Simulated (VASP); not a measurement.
# CoSi2 (I4/mmm) in VASP: further runs, part 2 of 2

VASP 6.6.1. The steps go on from the part before.

## (4) Single point, PBEsol (strain +0.050 along x and y, +0.025 along z)

Input file INCAR:

```
SYSTEM = CoSi2
ALGO     = Normal         ! electronic algorithm
EDIFF    = 1E-6           ! SCF threshold, eV
ENCUT    = 520            ! plane-wave cutoff, eV
GGA      = PS             ! functional
ISIF     = 2              ! what is computed and relaxed
ISMEAR   = 0              ! smearing method
LASPH    = .TRUE.         ! aspherical terms in the spheres
LCHARG   = .FALSE.        ! write CHGCAR
LREAL    = .FALSE.        ! projectors in reciprocal space
LWAVE    = .FALSE.        ! write WAVECAR
NBANDS   = 16             ! bands
NELM     = 100            ! most SCF steps
PREC     = Accurate       ! precision mode
SIGMA    = 0.15           ! smearing width, eV
```

Input file KPOINTS:

```
k-points
0
G
  16 16 16
  0 0 0
```

Input file POSCAR:

```
CoSi2
1.0
    0.0000000000      2.7890666584      2.7226603094
    2.7890666584      0.0000000000      2.7226603094
    2.7890666584      2.7890666584      0.0000000000
Co Si
1 2
Direct
    0.0000000000      0.0000000000      0.0000000000
    0.2500000000      0.2500000000      0.2500000000
    0.7500000000      0.7500000000      0.7500000000
```

Potentials or basis: VASP PAW PBE potentials, release 64 (Co, Si).

Run with:

```bash
cat potpaw_PBE.64/Co/POTCAR potpaw_PBE.64/Si/POTCAR > POTCAR
mpirun -np 1 vasp_std > vasp.out
```

OUTCAR:

```text
SYSTEM = CoSi2
   EDIFF = 1E-6
   ENCUT = 520
   GGA = PS
   ISIF = 2
   ISMEAR = 0
   LASPH = .TRUE.
   LREAL = .FALSE.
   NELM = 100
   PREC = Accurate

 ion  position               nearest neighbor table
   1  0.000  0.000  0.000-   2 2.40   3 2.40   3 2.40   3 2.40   3 2.40   2 2.40   2 2.40   2 2.40

   2  0.250  0.250  0.250-   1 2.40   1 2.40   1 2.40   1 2.40   3 2.72   3 2.72   3 2.79   3 2.79
                             3 2.79   3 2.79
   3  0.750  0.750  0.750-   1 2.40   1 2.40   1 2.40   1 2.40   2 2.72   2 2.72   2 2.79   2 2.79
                             2 2.79   2 2.79

  LATTYP: Found a body centered tetragonal cell.
 ALAT       =     3.9443358947
 C/A-ratio  =     1.3805418109

  Lattice vectors:

 A1 = (   0.0000000000,  -2.7890666584,  -2.7226603094)
 A2 = (   0.0000000000,   2.7890666584,  -2.7226603094)
 A3 = (   2.7890666584,   0.0000000000,   2.7226603094)

Analysis of symmetry for initial positions (statically):
=====================================================================
 Subroutine PRICEL returns:
 Original cell was already a primitive cell.

 Routine SETGRP: Setting up the symmetry group for a
[... 173 lines left out ...]
 val. band max:        8.7184218128   @ k =   0.3750   0.0625   0.2500
 cond. band min:       8.7234283659   @ k =   0.3750  -0.0000   0.0625
 fundamental gap:      0.0050065531
 Fermi energy:         8.7197734530

 k-point     1 :       0.0000    0.0000    0.0000
  band No.  band energies     occupation
      1      -3.6532      2.00000
      2       4.9934      2.00000
      3       5.1104      2.00000
      4       5.1104      2.00000
      5       7.0790      2.00000
      6       7.1737      2.00000
[... 433 lines left out ...]
      3       4.9894      2.00000
      4       5.1860      2.00000
      5       6.9953      2.00000
      6       7.1651      2.00000
[... 8 lines left out ...]
     15      13.8113      0.00000
     16      14.6875      0.00000

 [... further k-points ...]

------------------------ aborting loop because EDIFF is reached ----------------------------------------

  FORCE on cell =-STRESS in cart. coord.  units (eV):
  Direction    XX          YY          ZZ          XY          YZ          ZX
  --------------------------------------------------------------------------------------
  -------------------------------------------------------------------------------------
  Total       -4.8626749     -4.8626749     -4.3885275      0.0000000      0.0000000      0.0000000
  in kB     -183.9266141   -183.9266141   -165.9923829      0.0000000      0.0000000      0.0000000
  external PRESSURE =    -177.9485370 kB  Pullay stress =       0.0000000 kB

 VOLUME and BASIS-vectors are now :
 -----------------------------------------------------------------------------
  energy-cutoff  :      520.00
  volume of cell :       42.36
      direct lattice vectors                 reciprocal lattice vectors
     0.000000000  2.789066658  2.722660309    -0.179271441  0.179271441  0.183643916
     2.789066658  0.000000000  2.722660309     0.179271441 -0.179271441  0.183643916
     2.789066658  2.789066658  0.000000000     0.179271441  0.179271441 -0.183643916

 POSITION                                       TOTAL-FORCE (eV/Angst)
 -----------------------------------------------------------------------------------
      0.00000      0.00000      0.00000        -0.000000     -0.000000     -0.000000
      1.39453      1.39453      1.36133         0.000000      0.000000     -0.000000
      4.18360      4.18360      4.08399        -0.000000     -0.000000      0.000000
 -----------------------------------------------------------------------------------
    total drift:                                0.000000     -0.000000     -0.000000

  FREE ENERGIE OF THE ION-ELECTRON SYSTEM (eV)
  ---------------------------------------------------
  free  energy   TOTEN  =       -20.6800526838 eV

  energy  without entropy=      -20.6661171747  energy(sigma->0) =      -20.67308493
```

OSZICAR:

```text
N       E                     dE             d eps       ncg     rms          rms(c)
DAV:   1     0.567652990924E+02    0.56765E+02   -0.66597E+03 11176   0.988E+02
DAV:   2    -0.192754698235E+02   -0.76041E+02   -0.67725E+02 12520   0.195E+02
DAV:   3    -0.222911211552E+02   -0.30157E+01   -0.29524E+01 14608   0.433E+01
DAV:   4    -0.223452847076E+02   -0.54164E-01   -0.54133E-01 13392   0.558E+00
DAV:   5    -0.223470196706E+02   -0.17350E-02   -0.17349E-02 14992   0.103E+00    0.142E+01
DAV:   6    -0.279386097128E+02   -0.55916E+01   -0.31833E+01 11632   0.114E+02    0.222E+01
DAV:   7    -0.207219965539E+02    0.72166E+01   -0.13930E+01 14016   0.877E+01    0.299E+00
DAV:   8    -0.207245348252E+02   -0.25383E-02   -0.11633E+00 14504   0.880E+00    0.210E+00
DAV:   9    -0.206819869585E+02    0.42548E-01   -0.14838E-01 12840   0.632E+00    0.611E-01
DAV:  10    -0.206805469742E+02    0.14400E-02   -0.12172E-02 15408   0.206E+00    0.242E-01
DAV:  11    -0.206800276600E+02    0.51931E-03   -0.17889E-03 15184   0.748E-01    0.620E-02
DAV:  12    -0.206800710543E+02   -0.43394E-04   -0.16590E-04 16720   0.110E-01    0.364E-02
DAV:  13    -0.206800527994E+02    0.18255E-04   -0.28485E-05 15576   0.976E-02    0.906E-03
DAV:  14    -0.206800526838E+02    0.11561E-06   -0.34884E-06 12176   0.134E-02
   1 F= -.20680053E+02 E0= -.20673085E+02  d E =-.139355E-01
```

Run time: 8.5 min. Hardware: 1 thread of Intel Xeon 8259CL, shared host; peak memory 0.35 GiB.

What came out:

```
Free energy            : -20.6801 eV
Pressure               : -17.8 GPa
Band gap on the k mesh : zero (an odd number of electrons rules out a gap without spin polarisation)
```

Levels at points of the mesh, in eV from the Fermi level:
| k point | band 7 | band 8 | band 9 | band 10 | band 11 | band 12 |
| --- | --- | --- | --- | --- | --- | --- |
| (0.00, 0.00, 0.00) | -0.10 | 2.87 | 3.17 | 3.17 | 3.30 | 3.30 |
| (0.50, 0.00, 0.00) | -1.37 | -0.48 | -0.33 | 2.36 | 3.12 | 3.12 |
| (0.50, 0.50, 0.00) | -1.69 | -1.59 | -1.13 | 1.13 | 2.76 | 8.53 |
| (0.50, 0.00, 0.50) | -1.67 | -1.66 | -1.10 | 1.26 | 2.88 | 8.35 |

Caveat: the cell differs from its parent crystal (strain +0.050 along x and y, +0.025 along z); the cell stands under tension; the PAW data sets were made with another functional, which shifts forces and pressure a little; the run has no spin polarisation, though such a crystal can be magnetic. Spin polarisation is off, so any magnetic state and its effect on volume and gap are missing.

## (5) The runs side by side

| cell | gap on the mesh (eV) | pressure (GPa) |
| --- | --- | --- |
| a = 3.804, b = 3.804, c = 3.850 Å, angles 59.6, 59.6, 60.8°, 3 atoms | none | -8.5 |
| a = 3.898, b = 3.898, c = 3.850 Å, angles 60.4, 60.4, 59.2°, 3 atoms | none | -15.2 |
| a = 3.898, b = 3.898, c = 3.944 Å, angles 59.6, 59.6, 60.8°, 3 atoms | none | -17.8 |

Alike in all rows: task single point; level PBEsol; potentials or basis VASP PAW PBE potentials, release 64 (Co, Si); no spin polarisation; k mesh 16 × 16 × 16; cutoff (eV) 520; smearing gaussian 0.15 eV.

Caveats: the cell stands under tension; the PAW data sets were made with another functional, which shifts forces and pressure a little; the run has no spin polarisation, though such a crystal can be magnetic.

Absolute energies hang on the potentials; compare differences alone.
